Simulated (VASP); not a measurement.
A run of VASP 6.6.1:

INCAR

```
SYSTEM = MgAgH3
PREC = Accurate
ENCUT = 600
EDIFF = 1E-6
ISMEAR = -1
SIGMA = 0.03
LREAL = .FALSE.
LASPH = .TRUE.
NELM = 80
ALGO = Normal
ISIF = 3
LWAVE = .FALSE.
LCHARG = .FALSE.
GGA = PS
IBRION = 2
NSW = 100
EDIFFG = -0.01
```

The input KPOINTS:

```
regular mesh
0
G
  6 6 6
  0 0 0
```

The input POSCAR:

```
MgAgH3
1.0
    3.9560277900      0.0000000000      0.0000000000
    0.0000000000      3.9560277900      0.0000000000
    0.0000000000      0.0000000000      3.9560277900
Mg Ag H
1 1 3
Direct
    0.0000000000      0.0000000000      0.0000000000
    0.5000000000      0.5000000000      0.5000000000
    0.0000000000      0.5000000000      0.5000000000
    0.5000000000      0.0000000000      0.5000000000
    0.5000000000      0.5000000000      0.0000000000
```

Potentials or basis: VASP PAW PBE potentials, release 64 (Mg, Ag, H).

Run with:

```sh
$ cat potpaw_PBE.64/Mg/POTCAR potpaw_PBE.64/Ag/POTCAR potpaw_PBE.64/H/POTCAR > POTCAR
$ mpirun -np 1 vasp_std > vasp.out
```

Hardware: 1 thread of Oxide Virtual Turin-like Processor (shared host).

Question: How long does it take, and how much memory?

Answer: Run time: 71 s on 1 thread of Oxide Virtual Turin-like Processor, with other jobs on the host, peak memory 0.16 GiB. Counts: scf iterations 36, k points 20, ion steps 4.
